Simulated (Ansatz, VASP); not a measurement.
One calculation of Mg2SO, two programs

File INCAR:

```
PREC = Accurate ; ENCUT = 520
EDIFF = 1E-6 ; ISMEAR = -1
SIGMA = 0.02 ; LREAL = False
LASPH = True ; NELM = 100
ALGO = Normal ; ISIF = 2
LWAVE = False ; LCHARG = False
GGA = PE ; NBANDS = 16
```

Contents of KPOINTS:

```
Automatic mesh
0
Gamma
  10 10 10
```

The input POSCAR:

```
Mg2SO
1.0
    1.7295804195      0.9985737208      5.4974881941
   -1.7295804195      0.9985737208      5.4974881941
    0.0000000000     -1.9971474416      5.4974881941
O S Mg
1 1 2
Direct
    1.0000000000      0.0000000000      0.0000000000
    0.5000000000      0.5000000000      0.5000000000
    0.2611318965      0.2611318965      0.2611318965
    0.7388681035      0.7388681035      0.7388681035
```

Input for Ansatz:

```yaml
crystal:
  lattice:
    - [1.7295804195, 0.9985737208, 5.4974881941]
    - [-1.7295804195, 0.9985737208, 5.4974881941]
    - [0.0, -1.9971474416, 5.4974881941]
  atoms:
    - { symbol: O, position: [1.0, 0.0, 0.0] }
    - { symbol: S, position: [0.5, 0.5, 0.5] }
    - { symbol: Mg, position: [0.2611318965, 0.2611318965, 0.2611318965] }
    - { symbol: Mg, position: [0.7388681035, 0.7388681035, 0.7388681035] }
kpoints:
  mp_grid: { grid: [10, 10, 10] }
  band_path:
    path:
      - [0.0, 0.0, 0.0]
      - [0.5, 0.5, 0.5]
      - [0.8128277351, 0.1871722649, 0.5]
      - [0.5, -0.1871722649, 0.1871722649]
      - [0.5, 0.0, 0.0]
      - [0.3435861324, -0.3435861324, 0.0]
      - [0.6564138676, 0.0, 0.3435861324]
      - [0.5, 0.0, 0.5]
    npoints: 1
hamiltonian:
  xc: pbe
scf:
  occupations: { method: fermi_dirac, width: 0.02 }
  n_extra_bands: 5
output:
  forces: true
  stress: true
  eigenvalues: true
  write_density: true
  write_potential: true
  elf: true
  volumetric_format: npy
```

Change from the starting cell: biaxial_xy strain +3.6%.

Alike in both runs: task single point; functional PBE; k mesh 10 × 10 × 10; occupations fermi-dirac, width 0.02 eV; no spin polarisation.

```csv
,VASP,Ansatz
version,VASP 6.6.1,Ansatz 0.2.0
potentials or method,"VASP PAW PBE potentials, release 64 (O, S, Mg)","plane waves, PAW"
plane-wave cutoff (eV),520,420
valence electrons in the cell,16,32
```

```tsv
	VASP	Ansatz	Ansatz less VASP
gap on the k mesh at the Fermi level (eV)	1.09	1.12	+0.029
pressure (GPa)	-4.4	-4.0	+0.41
traceless stress, the component that is largest in VASP (GPa)	3.35	3.32	-0.029
```

The functional is the same, so the differences come from potentials, cutoffs and numerics. VASP's potentials hold 16 valence electrons a cell and Ansatz's 32, so a difference there can come from the potentials and not from the codes.
